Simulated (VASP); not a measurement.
Runs of VASP 6.6.1 on Sb. The cell holds a sheet with vacuum, 2 atoms: a = 3.231 Å, b = 3.110 Å, c = 31.360 Å, α = 90.00°, β = 90.00°, γ = 90.00°. 

```tsv
level	potentials or basis	cutoff (eV)	gap on the mesh (eV)	largest force (eV/Å)
PBE	VASP PAW PBE potentials, release 64 (Sb)	400	none	(a)
LDA	VASP PAW LDA potentials, release 64 (Sb)	400	none	0.24
PBE	VASP PAW PBE potentials, release 64 (Sb)	520	none	0.01
PBEsol	VASP PAW PBE potentials, release 64 (Sb)	400	none	0.14
```

Alike in all rows: task single point; no spin polarisation; cell as given; k mesh 8 × 9 × 1; smearing fermi-dirac 0.05 eV.

Problem. Fill in the values left out.

Solution. (a) 0.07.

Caveats: spin-orbit coupling is left out, which moves the levels of the heavy elements; the PAW data sets were made with another functional, which shifts forces and pressure a little (some runs).

A k mesh can miss the band edges, and the runs leave out spin-orbit coupling on Sb.

A gap of «none» marks levels without a gap at the run's occupations.
